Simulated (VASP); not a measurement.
# Ti (P6_3/mmc) in VASP: notebook

The runs below take Ti through electric field gradients, with PBE, LDA, PBEsol.

Program: VASP 6.6.1. These are calculated values, not measurements. Logs are shortened: lines on timing, memory, paths and dates and some standing lists are left out, and cuts for length are marked.

## (1) The cell of the first run

Symmetry: P6_3/mmc, No. 194, hexagonal system. The conventional cell has a = 2.950 Å, b = 2.950 Å, c = 4.686 Å, α = 90.00°, β = 90.00°, γ = 120.00°. Within 3.8 Å of Ti (site symmetry -6m2) lie 12 Ti at 2.90 to 2.95 Å.

## (2) Electric field gradients, PBE

INCAR

```
SYSTEM = Ti
PREC     = Accurate       ! precision mode
ENCUT    = 400            ! plane-wave cutoff, eV
EDIFF    = 1E-8           ! SCF threshold, eV
ISMEAR   = -1             ! smearing method
SIGMA    = 0.02           ! smearing width, eV
LREAL    = .False.        ! projectors in reciprocal space
LASPH    = .True.         ! aspherical terms in the spheres
NELM     = 120            ! most SCF steps
ALGO     = Normal         ! electronic algorithm
ISIF     = 2              ! what is computed and relaxed
LWAVE    = .False.        ! write WAVECAR
LCHARG   = .False.        ! write CHGCAR
GGA      = PE             ! functional
LEFG     = .True.       
NBANDS   = 19             ! bands
GGA_COMPAT= .False.
```

KPOINTS

```
regular mesh
0
Gamma
  17 17 9
  0 0 0
```

POSCAR

```
Ti
1.0
    2.9499978604      0.0000000000      0.0000000000
   -1.4749989302      2.5547730882      0.0000000000
    0.0000000000      0.0000000000      4.6860000000
Ti
2
Direct
    0.3333333333      0.6666666667      0.2500000000
    0.6666666667      0.3333333333      0.7500000000
```

Potentials or basis: VASP PAW PBE potentials, release 64 (Ti_sv).

Launch:

```bash
$ cat potpaw_PBE.64/Ti_sv/POTCAR > POTCAR
$ mpirun -np 1 vasp_std > vasp.out
```

OUTCAR:

```text
SYSTEM = Ti
   PREC = Accurate
   ENCUT = 400
   EDIFF = 1E-8
   ISMEAR = -1
   LREAL = .False.
   LASPH = .True.
   NELM = 120
   ISIF = 2
   GGA = PE

 ion  position               nearest neighbor table
   1  0.333  0.667  0.250-   2 2.90   2 2.90   2 2.90   2 2.90   2 2.90   2 2.90
   2  0.667  0.333  0.750-   1 2.90   1 2.90   1 2.90   1 2.90   1 2.90   1 2.90

  LATTYP: Found a hexagonal cell.
 ALAT       =     2.9499978604
 C/A-ratio  =     1.5884757284

  Lattice vectors:

 A1 = (   2.9499978604,   0.0000000000,   0.0000000000)
 A2 = (  -1.4749989302,   2.5547730882,   0.0000000000)
 A3 = (   0.0000000000,   0.0000000000,   4.6860000000)

Analysis of symmetry for initial positions (statically):
=====================================================================
 Subroutine PRICEL returns:
 Original cell was already a primitive cell.

 Routine SETGRP: Setting up the symmetry group for a
 hexagonal supercell.

 Subroutine GETGRP returns: Found 24 space group operations
 (whereof 12 operations were pure point group operations)
 out of a pool of 24 trial point group operations.

The static configuration has the point symmetry D_3d.
 The point group associated with its full space group is D_6h.

Analysis of symmetry for dynamics (positions and initial velocities):
=====================================================================
 Subroutine PRICEL returns:
 Original cell was already a primitive cell.

 Routine SETGRP: Setting up the symmetry group for a
 hexagonal supercell.

 Subroutine GETGRP returns: Found 24 space group operations
 (whereof 12 operations were pure point group operations)
 out of a pool of 24 trial point group operations.

The dynamic configuration has the point symmetry D_3d.
 The point group associated with its full space group is D_6h.

 Subroutine INISYM returns: Found 24 space group operations
 (whereof 12 operations are pure point group operations),
 and found     1 'primitive' translations

----------------------------------------------------------------------------------------

                                     Primitive cell

  volume of cell :      35.3164

  direct lattice vectors                    reciprocal lattice vectors
     2.949997860  0.000000000  0.000000000     0.338983297  0.195712098  0.000000000
    -1.474998930  2.554773088  0.000000000     0.000000000  0.391424195  0.000000000
     0.000000000  0.000000000  4.686000000     0.000000000  0.000000000  0.213401622

  length of vectors
     2.949997860  2.949997860  4.686000000     0.391424195  0.391424195  0.213401622

  position of ions in fractional coordinates (direct lattice)
     0.333333333  0.666666667  0.250000000
     0.666666667  0.333333333  0.750000000

  ion indices of the primitive-cell ions
   primitive index   ion index
                 1           1
                 2           2

----------------------------------------------------------------------------------------

 KPOINTS: regular mesh

Automatic generation of k-mesh.
 Grid dimensions read from file:
 generate k-points for:   17   17    9

 Generating k-lattice:

  Cartesian coordinates                     Fractional coordinates (reciprocal lattice)
     0.019940194  0.011512476  0.000000000     0.058823529  0.000000000  0.000000000
     0.000000000  0.023024953  0.000000000     0.000000000  0.058823529  0.000000000
     0.000000000  0.000000000  0.023711291     0.000000000  0.000000000  0.111111111

  Length of vectors
     0.023024953  0.023024953  0.023711291

  Shift w.r.t. Gamma in fractional coordinates (k-lattice)
     0.000000000  0.000000000  0.000000000

 Subroutine IBZKPT returns following result:
 ===========================================

 Found    165 irreducible k-points:

 Following reciprocal coordinates:
            Coordinates               Weight
  0.000000  0.000000  0.000000      1.000000
  0.058824 -0.000000  0.000000      6.000000
  0.117647  0.000000  0.000000      6.000000
  0.176471  0.000000  0.000000      6.000000
  0.235294  0.000000  0.000000      6.000000
  0.294118  0.000000  0.000000      6.000000
[... 16 lines left out ...]
  0.411765  0.117647  0.000000     12.000000
  0.176471  0.176471  0.000000      6.000000
 [... further k-points ...]
   k-points           NKPTS =    165   k-points in BZ     NKDIM =    165   number of bands    NBANDS=     19
   number of dos      NEDOS =    301   number of ions     NIONS =      2
   total plane-waves  NPLWV =  12800
   dimension x,y,z NGX =    20 NGY =   20 NGZ =   32
   dimension x,y,z NGXF=    40 NGYF=   40 NGZF=   64
   ions per type =               2
   NGX,Y,Z   is equivalent  to a cutoff of  11.27, 11.27, 11.35 a.u.
   NGXF,Y,Z  is equivalent  to a cutoff of  22.54, 22.54, 22.71 a.u.
 SYSTEM =  Ti
   PREC   = accura    normal or accurate (medium, high low for compatibility)
   ISTART =      0    job   : 0-new  1-cont  2-samecut
   ICHARG =      2    charge: 1-file 2-atom 10-const
   ISPIN  =      1    spin polarized calculation?
   LNONCOLLINEAR =      F non collinear calculations
   LSORBIT =      F    spin-orbit coupling
   LASPH  =      T    aspherical Exc in radial PAW
   ENCUT  =  400.0 eV  29.40 Ry    5.42 a.u.   4.81  4.81  7.64*2*pi/ulx,y,z
   NELM   =    120;   NELMIN=  2; NELMDL= -5     # of ELM steps
   EDIFF  = 0.1E-07   stopping-criterion for ELM
   LREAL  =      F    real-space projection
   EDIFFG = 0.1E-06   stopping-criterion for IOM
   NSW    =      0    number of steps for IOM
   IBRION =     -1    ionic relax: 0-MD 1-quasi-New 2-CG
   NFREE  =      0    steps in history (QN), initial steepest desc. (CG)
   ISIF   =      2    stress and relaxation
   ISYM   =      2    0-nonsym 1-usesym 2-fastsym
   POTIM  = 0.5000    time-step for ionic-motion
   TEBEG  =    0.0;   TEEND  =   0.0 temperature during run
   PSTRESS=    0.0 pullay stress
   NELECT =      24.0000    total number of electrons
   NUPDOWN=      -1.0000    fix difference up-down
   EMIN   =  10.00;   EMAX   =-10.00  energy-range for DOS
   EFERMI =   0.00;   METHOD = LEGACY
   ISMEAR =    -1;   SIGMA  =   0.02  broadening in eV -4-tet -1-fermi 0-gaus
   EFERMI_NEDOS =   21; number of points for ismear=-14 and -15
   IALGO  =     38    algorithm
   IMIX   =      4    mixing-type and parameters
     AMIX     =   0.40;   BMIX     =  1.00
     AMIX_MAG =   1.60;   BMIX_MAG =  1.00
  volume/ion in A,a.u.               =      17.66       119.16
  Fermi-wavevector in a.u.,A,eV,Ry     =   1.439306  2.719894 28.185854  2.071602
  Thomas-Fermi vector in A             =   2.558176
   LORBIT       =      0    0 simple, 1 ext, 2 COOP (PROOUT), +10 PAW based schemes
   GGA     = PE    functional components
   LHFCALC =     F    Hartree Fock is set to
   AEXX    =    0.0000 exact exchange contribution
   IVDW    =     0    specifies the selected vdW correction
   LEPSILON=     F    determine dielectric tensor
   LRPA    =     F    only Hartree local field effects (RPA)
 non-spin polarized calculation
  energy-cutoff  :      400.00
  volume of cell :       35.32
 maximum number of plane-waves:       659
 NGX is ok and might be reduce to    20
   NGX =  9   NGY =  9   NGZ = 15

 number of electron      24.0000006 magnetization

 Free energy of the ion-electron system (eV)
  ---------------------------------------------------
  ext. energy  EPLUGINS =         0.00000000
  ---------------------------------------------------
  free energy    TOTEN  =       -15.65450712 eV

  energy without entropy =      -15.65226121  energy(sigma->0) =      -15.65338417

 E-fermi :   8.1753     XC(G=0): -11.4201

 val. band max:        8.1709782423   @ k =   0.1176   0.0000   0.4444
 cond. band min:       8.1826847354   @ k =   0.2941   0.1765   0.4444
 fundamental gap:      0.0117064932
 Fermi energy:         8.1753352720

 k-point     1 :       0.0000    0.0000    0.0000
  band No.  band energies     occupation
      1     -48.7138      2.00000
      2     -48.5856      2.00000
      3     -25.2915      2.00000
      4     -24.6790      2.00000
      5     -24.6790      2.00000
      6     -24.6246      2.00000
[... 11 lines left out ...]
     18       9.7730      0.00000
     19      11.2548      0.00000

 k-point     2 :       0.0588   -0.0000    0.0000
  band No.  band energies     occupation
      1     -48.7105      2.00000
      2     -48.5841      2.00000
      3     -25.2843      2.00000
      4     -24.6939      2.00000
      5     -24.6840      2.00000
      6     -24.6276      2.00000
[... 11 lines left out ...]
     18       9.7193      0.00000
     19      11.2836      0.00000

 k-point     3 :       0.1176    0.0000    0.0000
  band No.  band energies     occupation
      1     -48.7011      2.00000
      2     -48.5813      2.00000
      3     -25.2632      2.00000
      4     -24.7369      2.00000
      5     -24.6981      2.00000
      6     -24.6445      2.00000
[... 11 lines left out ...]
     18       9.6509      0.00000
     19      11.3538      0.00000

 k-point     4 :       0.1765    0.0000    0.0000
  band No.  band energies     occupation
      1     -48.6866      2.00000
      2     -48.5759      2.00000
      3     -25.2297      2.00000
      4     -24.8023      2.00000
      5     -24.7188      2.00000
      6     -24.7102      2.00000
[... 11 lines left out ...]
     18       9.9274      0.00000
     19      11.4374      0.00000

 k-point     5 :       0.2353    0.0000    0.0000
  band No.  band energies     occupation
      1     -48.6684      2.00000
      2     -48.5702      2.00000
      3     -25.1863      2.00000
      4     -24.8818      2.00000
      5     -24.7874      2.00000
      6     -24.7430      2.00000
[... 11 lines left out ...]
     18      10.2809      0.00000
     19      11.5135      0.00000
[... 334 lines left out ...]
      2     -48.5617      2.00000
      3     -25.0692      2.00000
      4     -25.0286      2.00000
      5     -24.9449      2.00000
      6     -24.8039      2.00000
[... 11 lines left out ...]
     18      11.5372      0.00000
     19      11.5464      0.00000

 k-point    22 :       0.3529    0.1176    0.0000
  band No.  band energies     occupation
      1     -48.6088      2.00000
      2     -48.5610      2.00000
      3     -25.0806      2.00000
      4     -25.0224      2.00000
      5     -24.9782      2.00000
      6     -24.8302      2.00000
[... 11 lines left out ...]
     18      11.5527      0.00000
     19      12.0502      0.00000

 k-point    23 :       0.4118    0.1176    0.0000
  band No.  band energies     occupation
      1     -48.5996      2.00000
      2     -48.5621      2.00000
      3     -25.1084      2.00000
      4     -24.9959      2.00000
      5     -24.9909      2.00000
      6     -24.8443      2.00000
[... 11 lines left out ...]
     18      11.5597      0.00000
     19      12.5339      0.00000

 k-point    24 :       0.1765    0.1765    0.0000
  band No.  band energies     occupation
      1     -48.6444      2.00000
      2     -48.5644      2.00000
      3     -25.1246      2.00000
      4     -24.9234      2.00000
      5     -24.9198      2.00000
      6     -24.7584      2.00000
[... 11 lines left out ...]
     18      11.0551      0.00000
     19      11.4811      0.00000

 [... further k-points ...]
[... 5 lines left out ...]
  --------------------------------------------------------------------------------------
  -------------------------------------------------------------------------------------
  Total       -0.5420929     -0.5420929     -0.6785016      0.0000000      0.0000000      0.0000000
  in kB      -24.5927991    -24.5927991    -30.7811709      0.0000000      0.0000000      0.0000000
  external PRESSURE =     -26.6555897 kB  Pullay stress =       0.0000000 kB

 VOLUME and BASIS-vectors are now :
 -----------------------------------------------------------------------------
  energy-cutoff  :      400.00
  volume of cell :       35.32
      direct lattice vectors                 reciprocal lattice vectors
     2.949997860  0.000000000  0.000000000     0.338983297  0.195712098  0.000000000
    -1.474998930  2.554773088  0.000000000     0.000000000  0.391424195  0.000000000
     0.000000000  0.000000000  4.686000000     0.000000000  0.000000000  0.213401622

 POSITION                                       TOTAL-FORCE (eV/Angst)
 -----------------------------------------------------------------------------------
     -0.00000      1.70318      1.17150         0.000000     -0.000000      0.000000
      1.47500      0.85159      3.51450         0.000000      0.000000      0.000000
 -----------------------------------------------------------------------------------
    total drift:                               -0.000000      0.000000     -0.000000

  FREE ENERGIE OF THE ION-ELECTRON SYSTEM (eV)
  ---------------------------------------------------
  free  energy   TOTEN  =       -15.6545071220 eV

  energy  without entropy=      -15.6522612137  energy(sigma->0) =      -15.65338417

 Electric field gradients (V/A^2)
---------------------------------------------------------------------
 ion       V_xx      V_yy      V_zz      V_xy      V_xz      V_yz
---------------------------------------------------------------------
   1      -8.683    -8.680    17.363     0.003     0.000    -0.000
   2      -8.683    -8.680    17.363     0.003    -0.000     0.000
---------------------------------------------------------------------

 Electric field gradients after diagonalization (V/A^2)
 (convention: |V_zz| > |V_xx| > |V_yy|)
----------------------------------------------------------------------
 ion       V_xx      V_yy      V_zz     asymmetry (V_yy - V_xx)/ V_zz
----------------------------------------------------------------------
   1      -8.684    -8.678    17.363       0.000
   2      -8.684    -8.678    17.363       0.000
----------------------------------------------------------------------

           NMR quadrupolar parameters

 Cq : quadrupolar parameter    Cq=e*Q*V_zz/h
 eta: asymmetry parameters     (V_yy - V_xx)/ V_zz
 Q  : nuclear electric quadrupole moment in mb (millibarn)
----------------------------------------------------------------------
 ion       Cq(MHz)       eta       Q (mb)
----------------------------------------------------------------------
   1       0.042       0.000       1.000
   2       0.042       0.000       1.000
----------------------------------------------------------------------
```

It took 35 s on 1 thread of Intel Xeon 6975P-C (Granite Rapids), shared host; peak memory 0.18 GiB.

Results:

| Quantity | Value |
| --- | --- |
| Free energy | -15.6545 eV |
| Pressure | -2.7 GPa |
| Band gap on the k mesh | zero (band 12 reaches 8.93 eV, above the bottom of band 13 at 7.86 eV) |

Stress tensor (GPa, compression positive):
```
-2.46  0.00  0.00
 0.00 -2.46  0.00
 0.00  0.00 -3.08
```

Electric field gradients, principal values (V/Å²):
```tsv
atom	least	middle	greatest (by size)
1 Ti	-8.678	-8.684	17.363
2 Ti	-8.678	-8.684	17.363
```

Caveat: without QUAD_EFG the Cq values of the log hold for a quadrupole moment of 1 mb, not for the nuclei.

[end of part 1 of 2]
